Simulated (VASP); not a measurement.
# CdS (P3m1) in VASP: a series of runs

The runs below take CdS through single point, with LDA.

Everything below comes from runs of VASP 6.6.1. Logs are shortened: lines on timing, memory, paths and dates and some standing lists are left out, and cuts for length are marked.

## Step 1: The cell of the first run

The structure is trigonal, space group P3m1 (No. 156). Conventional cell: a = 4.261 Å, b = 4.261 Å, c = 5.804 Å, α = 90.00°, β = 90.00°, γ = 120.00°. Within 3.2 Å of Cd (site symmetry 3m) lie 3 S at 2.46 Å. Within 3.2 Å of S (site symmetry 3m) lie 3 Cd at 2.46 Å.

## Step 2: Single point, LDA

INCAR

```
SYSTEM = CdS
ALGO = Normal ; EDIFF = 1E-7
ENCUT = 520 ; ISIF = 2
ISMEAR = 0 ; LASPH = .True.
LCHARG = .True. ; LELF = .True.
LREAL = .False. ; LVHAR = .True.
LWAVE = .False. ; NBANDS = 16
NELM = 60 ; PREC = Accurate
SIGMA = 0.01
```

KPOINTS

```
k-points
0
Gamma
  6 6 4
  0 0 0
```

POSCAR

```
CdS
1.0
    4.2611695900      0.0000000000      0.0000000000
   -2.1305847900      3.6902811100      0.0000000000
    0.0000000000      0.0000000000      5.8041729400
Cd S
1 1
Direct
    0.0000000000      0.0000000000      0.4426919195
    0.6666666703      0.3333333297      0.4343080808
```

Potentials or basis: VASP PAW LDA potentials, release 64 (Cd, S).

Started as:

```console
$ cat potpaw_LDA.64/Cd/POTCAR potpaw_LDA.64/S/POTCAR > POTCAR
$ mpirun -np 1 vasp_std > vasp.out
```

OUTCAR:

```text
SYSTEM = CdS
   EDIFF = 1E-7
   ENCUT = 520
   ISIF = 2
   ISMEAR = 0
   LASPH = .True.
   LREAL = .False.
   NELM = 60
   PREC = Accurate

 ion  position               nearest neighbor table
   1  0.000  0.000  0.443-   2 2.46   2 2.46   2 2.46
   2  0.667  0.333  0.434-   1 2.46   1 2.46   1 2.46

  LATTYP: Found a hexagonal cell.
 ALAT       =     4.2611695900
 C/A-ratio  =     1.3621079418

  Lattice vectors:

 A1 = (   4.2611695900,   0.0000000000,   0.0000000000)
 A2 = (  -2.1305847900,   3.6902811100,   0.0000000000)
 A3 = (   0.0000000000,   0.0000000000,   5.8041729400)

Analysis of symmetry for initial positions (statically):
=====================================================================
 Subroutine PRICEL returns:
 Original cell was already a primitive cell.

 Routine SETGRP: Setting up the symmetry group for a
 hexagonal supercell.

 Subroutine GETGRP returns: Found  6 space group operations
 (whereof  6 operations were pure point group operations)
 out of a pool of 24 trial point group operations.

The static configuration has the point symmetry C_3v.

Analysis of symmetry for dynamics (positions and initial velocities):
=====================================================================
 Subroutine PRICEL returns:
 Original cell was already a primitive cell.

 Routine SETGRP: Setting up the symmetry group for a
 hexagonal supercell.

 Subroutine GETGRP returns: Found  6 space group operations
 (whereof  6 operations were pure point group operations)
 out of a pool of 24 trial point group operations.

The dynamic configuration has the point symmetry C_3v.

 Subroutine INISYM returns: Found  6 space group operations
 (whereof  6 operations are pure point group operations),
 and found     1 'primitive' translations

----------------------------------------------------------------------------------------

                                     Primitive cell

  volume of cell :      91.2701

  direct lattice vectors                    reciprocal lattice vectors
     4.261169590  0.000000000  0.000000000     0.234677353  0.135491033  0.000000000
    -2.130584790  3.690281110  0.000000000     0.000000000  0.270982066  0.000000000
     0.000000000  0.000000000  5.804172940     0.000000000  0.000000000  0.172289835

  length of vectors
     4.261169590  4.261169583  5.804172940     0.270982066  0.270982066  0.172289835
[... 77 lines left out ...]
   LASPH  =      T    aspherical Exc in radial PAW
   ENCUT  =  520.0 eV  38.22 Ry    6.18 a.u.   7.92  7.92 10.79*2*pi/ulx,y,z
   NELM   =     60;   NELMIN=  2; NELMDL= -5     # of ELM steps
   EDIFF  = 0.1E-06   stopping-criterion for ELM
   LREAL  =      F    real-space projection
   EDIFFG = 0.1E-05   stopping-criterion for IOM
   NSW    =      0    number of steps for IOM
   IBRION =     -1    ionic relax: 0-MD 1-quasi-New 2-CG
   NFREE  =      0    steps in history (QN), initial steepest desc. (CG)
   ISIF   =      2    stress and relaxation
   ISYM   =      2    0-nonsym 1-usesym 2-fastsym
   POTIM  = 0.5000    time-step for ionic-motion
   TEBEG  =    0.0;   TEEND  =   0.0 temperature during run
   PSTRESS=    0.0 pullay stress
   NELECT =      18.0000    total number of electrons
   NUPDOWN=      -1.0000    fix difference up-down
   EMIN   =  10.00;   EMAX   =-10.00  energy-range for DOS
   EFERMI =   0.00;   METHOD = LEGACY
   ISMEAR =     0;   SIGMA  =   0.01  broadening in eV -4-tet -1-fermi 0-gaus
   EFERMI_NEDOS =   21; number of points for ismear=-14 and -15
   IALGO  =     38    algorithm
   IMIX   =      4    mixing-type and parameters
     AMIX     =   0.40;   BMIX     =  1.00
     AMIX_MAG =   1.60;   BMIX_MAG =  1.00
  volume/ion in A,a.u.               =      45.64       307.96
  Fermi-wavevector in a.u.,A,eV,Ry     =   0.952919  1.800756 12.354841  0.908055
  Thomas-Fermi vector in A             =   2.081527
   LORBIT       =      0    0 simple, 1 ext, 2 COOP (PROOUT), +10 PAW based schemes
   GGA     = CA    functional components
   LHFCALC =     F    Hartree Fock is set to
   AEXX    =    0.0000 exact exchange contribution
   IVDW    =     0    specifies the selected vdW correction
   LEPSILON=     F    determine dielectric tensor
   LRPA    =     F    only Hartree local field effects (RPA)
 non-spin polarized calculation
 Gauss-broadening in eV      SIGMA  =   0.01
  energy-cutoff  :      520.00
  volume of cell :       91.27
 maximum number of plane-waves:      2490
   NGX = 15   NGY = 15   NGZ = 21

 number of electron      18.0000002 magnetization

 Free energy of the ion-electron system (eV)
  ---------------------------------------------------
  ext. energy  EPLUGINS =         0.00000000
  ---------------------------------------------------
  free energy    TOTEN  =        -6.59660869 eV

  energy without entropy =       -6.59660869  energy(sigma->0) =       -6.59660869

 E-fermi :  -2.2817     XC(G=0):  -6.5382

 val. band max:       -2.3613524174   @ k =   0.3333   0.3333   0.0000
 cond. band min:      -1.0875374883   @ k =   0.0000   0.0000   0.0000
 fundamental gap:      1.2738149291
 Fermi energy:        -2.2816642263

 k-point     1 :       0.0000    0.0000    0.0000
  band No.  band energies     occupation
      1     -13.9362      2.00000
      2     -10.0483      2.00000
      3     -10.0483      2.00000
      4      -9.5157      2.00000
      5      -9.5157      2.00000
      6      -9.2976      2.00000
[... 433 lines left out ...]
      3      -9.7285      2.00000
      4      -9.6167      2.00000
      5      -9.5576      2.00000
      6      -8.9619      2.00000
[... 8 lines left out ...]
     15       6.9070      0.00000
     16       8.4389      0.00000

------------------------ aborting loop because EDIFF is reached ----------------------------------------

  FORCE on cell =-STRESS in cart. coord.  units (eV):
  Direction    XX          YY          ZZ          XY          YZ          ZX
  --------------------------------------------------------------------------------------
  -------------------------------------------------------------------------------------
  Total       -1.9073894     -1.9073894     -0.0635669     -0.0000000      0.0000000      0.0000000
  in kB      -33.4827663    -33.4827662     -1.1158690     -0.0000000      0.0000000      0.0000000
  external PRESSURE =     -22.6938005 kB  Pullay stress =       0.0000000 kB

 VOLUME and BASIS-vectors are now :
 -----------------------------------------------------------------------------
  energy-cutoff  :      520.00
  volume of cell :       91.27
      direct lattice vectors                 reciprocal lattice vectors
     4.261169590  0.000000000  0.000000000     0.234677353  0.135491033  0.000000000
    -2.130584790  3.690281110  0.000000000     0.000000000  0.270982066  0.000000000
     0.000000000  0.000000000  5.804172940     0.000000000  0.000000000  0.172289835

 POSITION                                       TOTAL-FORCE (eV/Angst)
 -----------------------------------------------------------------------------------
      0.00000      0.00000      2.56946         0.000000      0.000000     -0.023162
      2.13058      1.23009      2.52080        -0.000000     -0.000000      0.023162
 -----------------------------------------------------------------------------------
    total drift:                               -0.000010      0.000006      0.000030

  FREE ENERGIE OF THE ION-ELECTRON SYSTEM (eV)
  ---------------------------------------------------
  free  energy   TOTEN  =        -6.5966086938 eV

  energy  without entropy=       -6.5966086938  energy(sigma->0) =       -6.59660869
```

OSZICAR:

```text
N       E                     dE             d eps       ncg     rms          rms(c)
DAV:   1     0.110225307145E+03    0.11023E+03   -0.79322E+03   768   0.940E+02
DAV:   2    -0.151529195032E+01   -0.11174E+03   -0.10586E+03   936   0.238E+02
DAV:   3    -0.728948337063E+01   -0.57742E+01   -0.57523E+01   960   0.550E+01
DAV:   4    -0.734388201461E+01   -0.54399E-01   -0.54391E-01   984   0.520E+00
DAV:   5    -0.734494502483E+01   -0.10630E-02   -0.10630E-02   984   0.684E-01    0.748E+00
DAV:   6    -0.664702332309E+01    0.69792E+00   -0.12706E+00  1120   0.126E+01    0.585E+00
DAV:   7    -0.660483250881E+01    0.42191E-01   -0.22802E-01   896   0.322E+00    0.274E+00
DAV:   8    -0.659666000010E+01    0.81725E-02   -0.26632E-02   856   0.185E+00    0.257E-01
DAV:   9    -0.659619057789E+01    0.46942E-03   -0.27164E-03  1008   0.681E-01    0.119E-01
DAV:  10    -0.659641938373E+01   -0.22881E-03   -0.29208E-04   848   0.123E-01    0.978E-02
DAV:  11    -0.659661401875E+01   -0.19464E-03   -0.16016E-04   880   0.791E-02    0.323E-02
DAV:  12    -0.659660435090E+01    0.96679E-05   -0.22019E-05  1024   0.530E-02    0.679E-03
DAV:  13    -0.659660853385E+01   -0.41829E-05   -0.38828E-06   856   0.102E-02    0.681E-03
DAV:  14    -0.659660866461E+01   -0.13076E-06   -0.90503E-08   872   0.343E-03    0.174E-03
DAV:  15    -0.659660869379E+01   -0.29183E-07   -0.35589E-08   672   0.170E-03
   1 F= -.65966087E+01 E0= -.65966087E+01  d E =-.206771E-31
```

Wall time 47 s (1 thread of Intel Xeon 8259CL, shared host); peak memory 0.19 GiB.

What came out:

```
Free energy            : -6.5966 eV
Pressure               : -2.3 GPa
Largest force          : 0.023 eV/Å
Band gap on the k mesh : 1.27 eV, indirect (least direct gap 1.29 eV)
```

Forces on the atoms (eV/Å):
```
Cd   0.000  0.000 -0.023
S    0.000  0.000  0.023
```

## Step 3: Single point, LDA

INCAR

```
ALGO     = Normal         # electronic algorithm
EDIFF    = 1E-6           # SCF threshold, eV
ENCUT    = 520            # plane-wave cutoff, eV
ISIF     = 2              # what is computed and relaxed
ISMEAR   = 0              # smearing method
LASPH    = True           # aspherical terms in the spheres
LCHARG   = True           # write CHGCAR
LELF     = True           # ELF
LREAL    = False          # projectors in reciprocal space
LVHAR    = True         
LWAVE    = False          # write WAVECAR
NBANDS   = 16             # bands
NELM     = 100            # most SCF steps
PREC     = Accurate       # precision mode
SIGMA    = 0.01           # smearing width, eV
```

KPOINTS

```
k-points
0
Gamma
  6 6 4
```

POSCAR is that of step 2.

Potentials or basis: VASP PAW LDA potentials, release 64 (Cd, S).

Started as:

```console
$ cat potpaw_LDA.64/Cd/POTCAR potpaw_LDA.64/S/POTCAR > POTCAR
$ mpirun -np 1 vasp_std > vasp.out
```

Wall time 49 s (1 thread of Intel Xeon 8259CL, shared host); peak memory 0.19 GiB.

It converged, with:

```yaml
Free_energy: -6.5966 eV
Pressure: -2.3 GPa
Largest_force: 0.023 eV/Å
Band_gap_on_the_k_mesh: 1.27 eV, indirect (least direct gap 1.29 eV)
```

Forces in eV/Å, atoms in the order of the input:
```
Cd   0.000  0.000 -0.023
S    0.000  0.000  0.023
```

Stress tensor (GPa, compression positive):
```
-3.35  0.00  0.00
 0.00 -3.35  0.00
 0.00  0.00 -0.11
```

Levels at points of the mesh, in eV from the valence-band top:
```
           k point  band 6  band 7  band 8  band 9  band 10  band 11  band 12  band 13
(0.00, 0.00, 0.00)   -6.94   -1.05   -0.02   -0.02     1.27     5.48     6.78     6.78
(0.50, 0.00, 0.00)   -6.78   -3.67   -1.33   -0.13     3.52     4.99     6.62     7.34
(0.00, 0.00, 0.50)   -6.93   -1.28   -0.01   -0.01     1.55     4.95     6.83     6.83
(0.50, 0.00, 0.50)   -6.78   -3.64   -1.32   -0.24     3.68     4.11     7.63     7.80
```
